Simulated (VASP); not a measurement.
# Ru (P6_3/mmc) in VASP: a series of runs

Runs on Ru. Level: PBE. Tasks: single point, relaxation of cell and atoms.

Everything below comes from runs of VASP 6.6.1. Logs are shortened: lines on timing, memory, paths and dates and some standing lists are left out, and cuts for length are marked.

## (1) The cell of the first run

The structure is hexagonal, space group P6_3/mmc (No. 194). Conventional cell: a = 2.720 Å, b = 2.720 Å, c = 4.297 Å, α = 90.00°, β = 90.00°, γ = 120.00°. Ru (site symmetry -6m2) has 12 Ru at 2.66 to 2.72 Å within 3.5 Å.

## (2) Single point, PBE

INCAR reads:

```
SYSTEM = Ru
PREC = Accurate
ENCUT = 520
EDIFF = 1E-6
ISMEAR = 0
SIGMA = 0.1
LREAL = .FALSE.
LASPH = .TRUE.
NELM = 80
ALGO = Normal
ISIF = 2
LWAVE = .FALSE.
LCHARG = .TRUE.
GGA = PE
LELF = .TRUE.
LVHAR = .TRUE.
NBANDS = 21
```

KPOINTS reads:

```
Automatic mesh
0
G
  18 18 10
  0 0 0
```

POSCAR reads:

```
Ru
1.0
    2.7199297361      0.0000000000      0.0000000000
   -1.3599648680      2.3555282480      0.0000000000
    0.0000000000      0.0000000000      4.2965183353
Ru
2
Direct
    0.3333333333      0.6666666667      0.2500000000
    0.6666666667      0.3333333333      0.7500000000
```

Potentials or basis: VASP PAW PBE potentials, release 64 (Ru_pv).

Launch:

```console
$ cat potpaw_PBE.64/Ru_pv/POTCAR > POTCAR
$ mpirun -np 1 vasp_std > vasp.out
```

OUTCAR:

```text
SYSTEM = Ru
   PREC = Accurate
   ENCUT = 520
   EDIFF = 1E-6
   ISMEAR = 0
   LREAL = .FALSE.
   LASPH = .TRUE.
   NELM = 80
   ISIF = 2
   GGA = PE

 ion  position               nearest neighbor table
   1  0.333  0.667  0.250-   2 2.66   2 2.66   2 2.66   2 2.66   2 2.66   2 2.66
   2  0.667  0.333  0.750-   1 2.66   1 2.66   1 2.66   1 2.66   1 2.66   1 2.66

  LATTYP: Found a hexagonal cell.
 ALAT       =     2.7199297361
 C/A-ratio  =     1.5796431350

  Lattice vectors:

 A1 = (   2.7199297361,   0.0000000000,   0.0000000000)
 A2 = (  -1.3599648680,   2.3555282480,   0.0000000000)
 A3 = (   0.0000000000,   0.0000000000,   4.2965183353)

Analysis of symmetry for initial positions (statically):
=====================================================================
 Subroutine PRICEL returns:
 Original cell was already a primitive cell.

 Routine SETGRP: Setting up the symmetry group for a
 hexagonal supercell.

 Subroutine GETGRP returns: Found 24 space group operations
 (whereof 12 operations were pure point group operations)
 out of a pool of 24 trial point group operations.

The static configuration has the point symmetry D_3d.
 The point group associated with its full space group is D_6h.

Analysis of symmetry for dynamics (positions and initial velocities):
=====================================================================
 Subroutine PRICEL returns:
 Original cell was already a primitive cell.

 Routine SETGRP: Setting up the symmetry group for a
 hexagonal supercell.

 Subroutine GETGRP returns: Found 24 space group operations
 (whereof 12 operations were pure point group operations)
 out of a pool of 24 trial point group operations.

The dynamic configuration has the point symmetry D_3d.
 The point group associated with its full space group is D_6h.

 Subroutine INISYM returns: Found 24 space group operations
 (whereof 12 operations are pure point group operations),
 and found     1 'primitive' translations

----------------------------------------------------------------------------------------

                                     Primitive cell

  volume of cell :      27.5272

  direct lattice vectors                    reciprocal lattice vectors
     2.719929736  0.000000000  0.000000000     0.367656556  0.212266612  0.000000000
    -1.359964868  2.355528248  0.000000000     0.000000000  0.424533223  0.000000000
     0.000000000  0.000000000  4.296518335     0.000000000  0.000000000  0.232746592

  length of vectors
     2.719929736  2.719929736  4.296518335     0.424533223  0.424533223  0.232746592

[... 79 lines left out ...]
   NELM   =     80;   NELMIN=  2; NELMDL= -5     # of ELM steps
   EDIFF  = 0.1E-05   stopping-criterion for ELM
   LREAL  =      F    real-space projection
   EDIFFG = 0.1E-04   stopping-criterion for IOM
   NSW    =      0    number of steps for IOM
   IBRION =     -1    ionic relax: 0-MD 1-quasi-New 2-CG
   NFREE  =      0    steps in history (QN), initial steepest desc. (CG)
   ISIF   =      2    stress and relaxation
   ISYM   =      2    0-nonsym 1-usesym 2-fastsym
   POTIM  = 0.5000    time-step for ionic-motion
   TEBEG  =    0.0;   TEEND  =   0.0 temperature during run
   PSTRESS=    0.0 pullay stress
   NELECT =      28.0000    total number of electrons
   NUPDOWN=      -1.0000    fix difference up-down
   EMIN   =  10.00;   EMAX   =-10.00  energy-range for DOS
   EFERMI =   0.00;   METHOD = LEGACY
   ISMEAR =     0;   SIGMA  =   0.10  broadening in eV -4-tet -1-fermi 0-gaus
   EFERMI_NEDOS =   21; number of points for ismear=-14 and -15
   IALGO  =     38    algorithm
   IMIX   =      4    mixing-type and parameters
     AMIX     =   0.40;   BMIX     =  1.00
     AMIX_MAG =   1.60;   BMIX_MAG =  1.00
  volume/ion in A,a.u.               =      13.76        92.88
  Fermi-wavevector in a.u.,A,eV,Ry     =   1.646417  3.111278 36.881181  2.710690
  Thomas-Fermi vector in A             =   2.736049
   LORBIT       =      0    0 simple, 1 ext, 2 COOP (PROOUT), +10 PAW based schemes
   GGA     = PE    functional components
   LHFCALC =     F    Hartree Fock is set to
   AEXX    =    0.0000 exact exchange contribution
   IVDW    =     0    specifies the selected vdW correction
   LEPSILON=     F    determine dielectric tensor
   LRPA    =     F    only Hartree local field effects (RPA)
 non-spin polarized calculation
 Gauss-broadening in eV      SIGMA  =   0.10
  energy-cutoff  :      520.00
  volume of cell :       27.53
 maximum number of plane-waves:       759
   NGX = 11   NGY = 11   NGZ = 15

 number of electron      28.0000013 magnetization

 Free energy of the ion-electron system (eV)
  ---------------------------------------------------
  ext. energy  EPLUGINS =         0.00000000
  ---------------------------------------------------
  free energy    TOTEN  =       -18.47174751 eV

  energy without entropy =      -18.46243347  energy(sigma->0) =      -18.46709049

 E-fermi :  12.5864     XC(G=0): -14.0346

 val. band max:       12.5838633158   @ k =   0.1667   0.1111   0.3000
 cond. band min:      12.5885700507   @ k =   0.4444   0.1111   0.5000
 fundamental gap:      0.0047067349
 Fermi energy:        12.5863894795

 k-point     1 :       0.0000    0.0000    0.0000
  band No.  band energies     occupation
      1     -31.0058      2.00000
      2     -30.1127      2.00000
      3     -30.1127      2.00000
      4     -29.9481      2.00000
      5     -29.9481      2.00000
      6     -29.9086      2.00000
[... 565 lines left out ...]
     20      23.0329      0.00000
     21      23.6421      0.00000

 [... further k-points ...]

------------------------ aborting loop because EDIFF is reached ----------------------------------------

  FORCE on cell =-STRESS in cart. coord.  units (eV):
  Direction    XX          YY          ZZ          XY          YZ          ZX
  --------------------------------------------------------------------------------------
  -------------------------------------------------------------------------------------
  Total       -0.0138192     -0.0138192     -0.0082892     -0.0000000      0.0000000      0.0000000
  in kB       -0.8043226     -0.8043226     -0.4824606     -0.0000000      0.0000000      0.0000000
  external PRESSURE =      -0.6970352 kB  Pullay stress =       0.0000000 kB

 VOLUME and BASIS-vectors are now :
 -----------------------------------------------------------------------------
  energy-cutoff  :      520.00
  volume of cell :       27.53
      direct lattice vectors                 reciprocal lattice vectors
     2.719929736  0.000000000  0.000000000     0.367656556  0.212266612  0.000000000
    -1.359964868  2.355528248  0.000000000     0.000000000  0.424533223  0.000000000
     0.000000000  0.000000000  4.296518335     0.000000000  0.000000000  0.232746592

 POSITION                                       TOTAL-FORCE (eV/Angst)
 -----------------------------------------------------------------------------------
     -0.00000      1.57035      1.07413         0.000000     -0.000000      0.000000
      1.35996      0.78518      3.22239        -0.000000      0.000000      0.000000
 -----------------------------------------------------------------------------------
    total drift:                                0.000000     -0.000000      0.000000

  FREE ENERGIE OF THE ION-ELECTRON SYSTEM (eV)
  ---------------------------------------------------
  free  energy   TOTEN  =       -18.4717475062 eV

  energy  without entropy=      -18.4624334653  energy(sigma->0) =      -18.46709049
```

OSZICAR:

```text
N       E                     dE             d eps       ncg     rms          rms(c)
DAV:   1     0.286671194914E+03    0.28667E+03   -0.17595E+04  9364   0.148E+03
DAV:   2    -0.140171584519E+02   -0.30069E+03   -0.29172E+03  9584   0.443E+02
DAV:   3    -0.197865229464E+02   -0.57694E+01   -0.57286E+01 10909   0.686E+01
DAV:   4    -0.198302536203E+02   -0.43731E-01   -0.43673E-01 11768   0.570E+00
DAV:   5    -0.198308200109E+02   -0.56639E-03   -0.56317E-03 10603   0.578E-01    0.172E+01
DAV:   6    -0.185505303635E+02    0.12803E+01   -0.29120E+00 10694   0.167E+01    0.448E+00
DAV:   7    -0.184792018695E+02    0.71328E-01   -0.40909E-01 10759   0.469E+00    0.102E+00
DAV:   8    -0.184720926941E+02    0.71092E-02   -0.16808E-02 10213   0.106E+00    0.318E-01
DAV:   9    -0.184717405575E+02    0.35214E-03   -0.76990E-04 10750   0.294E-01    0.331E-02
DAV:  10    -0.184717508908E+02   -0.10333E-04   -0.56279E-05 10512   0.772E-02    0.189E-02
DAV:  11    -0.184717475528E+02    0.33380E-05   -0.98783E-06 10549   0.297E-02    0.121E-03
DAV:  12    -0.184717475062E+02    0.46642E-07   -0.66807E-08  6172   0.260E-03
   1 F= -.18471748E+02 E0= -.18467090E+02  d E =-.931404E-02
```

Run time: 51 s. Hardware: 1 thread of Intel Xeon 8259CL, shared host; peak memory 0.18 GiB.

Results:

```
Free energy            : -18.4717 eV
Pressure               : -0.1 GPa
Band gap on the k mesh : zero (bands 14 and 15 overlap by 3.07 eV)
```

Levels at points of the mesh, in eV from the Fermi level:
```
           k point  band 12  band 13  band 14  band 15  band 16  band 17
(0.00, 0.00, 0.00)    -1.86    -1.86    -1.37    -1.37     1.16     1.16
(0.50, 0.00, 0.00)    -1.77    -1.48     1.39     1.80     1.88     3.99
(0.00, 0.00, 0.50)    -2.70    -2.65    -2.65     0.54     0.54     0.54
(0.50, 0.00, 0.50)    -1.03     0.45     0.45     1.64     1.64     3.35
```

## (3) Single point, PBE

INCAR reads:

```
SYSTEM = Ru
PREC = Accurate
ENCUT = 520
EDIFF = 1E-6
ISMEAR = -1
SIGMA = 0.15
LREAL = .False.
LASPH = .True.
NELM = 80
ALGO = Normal
ISIF = 2
LWAVE = .False.
LCHARG = .False.
GGA = PE
NBANDS = 21
```

KPOINTS reads:

```
regular mesh
0
Gamma
  18 18 10
  0 0 0
```

POSCAR reads:

```
Ru
1.0
    2.7221527156      0.0000000000      0.0000000000
   -1.3610763578      2.3574534047      0.0000000000
    0.0000000000      0.0000000000      4.2970989277
Ru
2
Direct
    0.3333333333      0.6666666667      0.2500000000
    0.6666666667      0.3333333333      0.7500000000
```

Potentials or basis: VASP PAW PBE potentials, release 64 (Ru_pv).

Launch:

```console
$ cat potpaw_PBE.64/Ru_pv/POTCAR > POTCAR
$ mpirun -np 1 vasp_std > vasp.out
```

Wall time 51 s (1 thread of Intel Xeon 8259CL, shared host); peak memory 0.19 GiB.

Results (log left out):

```
Free energy            : -18.5313 eV
Pressure               : -0.1 GPa
Band gap on the k mesh : zero (bands 14 and 15 overlap by 3.06 eV)
```

Levels at points of the mesh, in eV from the Fermi level:
```csv
k point,band 11,band 12,band 13,band 14,band 15,band 16,band 17,band 18
"(0.00, 0.00, 0.00)",-2.35,-1.88,-1.88,-1.39,-1.39,1.14,1.14,1.29
"(0.50, 0.00, 0.00)",-2.03,-1.79,-1.49,1.36,1.77,1.86,3.96,6.00
"(0.00, 0.00, 0.50)",-2.72,-2.72,-2.66,-2.66,0.52,0.52,0.52,0.52
"(0.50, 0.00, 0.50)",-1.05,-1.05,0.43,0.43,1.61,1.61,3.32,3.32
```

## (4) Relaxation of cell and atoms, PBE

This run uses another cell than the first one, of 13.57 Å³/atom.

INCAR reads:

```
SYSTEM = Ru
ALGO = Fast
EDIFF = 1E-6
EDIFFG = -0.002
ENCUT = 600
GGA = PE
IBRION = 2
ISIF = 3
ISMEAR = 0
LASPH = .True.
LCHARG = .False.
LREAL = .False.
LWAVE = .False.
NELM = 60
NSW = 100
PREC = Accurate
SIGMA = 0.1
```

KPOINTS reads:

```
k-points
0
Gamma
  18 18 10
  0 0 0
```

POSCAR reads:

```
Ru
1.0
    2.7058000000      0.0000000000      0.0000000000
   -1.3529000000      2.3432915376      0.0000000000
    0.0000000000      0.0000000000      4.2819000000
Ru
2
Direct
    0.3333333333      0.6666666667      0.2500000000
    0.6666666667      0.3333333333      0.7500000000
```

Launch:

```console
$ cat potpaw_PBE.64/Ru_pv/POTCAR > POTCAR
$ mpirun -np 1 vasp_std > vasp.out
```

It took 7 min on 1 thread of Intel Xeon 8259CL, shared host; peak memory 0.22 GiB.

Results (log left out):

| Item | Value |
| --- | --- |
| Free energy | -18.4717 eV |
| Relaxed volume | 13.76 Å³/atom |
| Relaxed cell | a = 2.720 Å, b = 2.720 Å, c = 4.296 Å, α = 90.00°, β = 90.00°, γ = 120.00° |
| Space group after relaxing (to 0.1 Å) | P6_3/mmc (No. 194) |
| Energy gained by relaxing | 2.5 meV/atom |
| Ionic steps | 11 |
| Pressure after relaxing | 0.0 GPa |
| Band gap on the k mesh | zero (bands 14 and 15 overlap by 3.07 eV) |

Step by step:
```
step  energy change (eV)  largest force (eV/Å)  pressure (GPa)  volume (Å³)
   1              0.0000                0.0000            4.35        27.15
   2              0.0353                0.0000          -11.14        28.62
   3             -0.0049                0.0000           -0.03        27.52
   4             -0.0049                0.0000            0.04        27.51
   5             -0.0049                0.0000            0.05        27.51
   6             -0.0050                0.0000            0.03        27.51
   7             -0.0050                0.0000            0.04        27.51
   8             -0.0049                0.0000            0.03        27.51
   9             -0.0049                0.0000            0.05        27.51
  10             -0.0050                0.0000            0.05        27.51
  11             -0.0049                0.0000            0.01        27.53
```

Final structure:
```cif
data_structure
_symmetry_space_group_name_H-M 'P 1'
_symmetry_Int_Tables_number 1
_cell_length_a 2.7198
_cell_length_b 2.7198
_cell_length_c 4.2965
_cell_angle_alpha 90.000
_cell_angle_beta 90.000
_cell_angle_gamma 120.000
_cell_volume 27.53
loop_
_atom_site_label
_atom_site_type_symbol
_atom_site_fract_x
_atom_site_fract_y
_atom_site_fract_z
_atom_site_occupancy
Ru1 Ru 0.33333 0.66667 0.25000 1
Ru2 Ru 0.66667 0.33333 0.75000 1
```

Levels at points of the mesh, in eV from the Fermi level:
```tsv
k point	band 11	band 12	band 13	band 14	band 15	band 16	band 17	band 18
(0.00, 0.00, 0.00)	-2.35	-1.86	-1.86	-1.37	-1.37	1.16	1.16	1.31
(0.50, 0.00, 0.00)	-2.02	-1.77	-1.48	1.39	1.80	1.88	3.99	6.03
(0.00, 0.00, 0.50)	-2.70	-2.70	-2.65	-2.65	0.54	0.54	0.54	0.54
(0.50, 0.00, 0.50)	-1.03	-1.03	0.45	0.45	1.64	1.64	3.35	3.35
```

PBE usually gives volumes a little too large and moduli too small. Zero-point motion and thermal expansion aren't in these numbers.

[end of part 1 of 2]
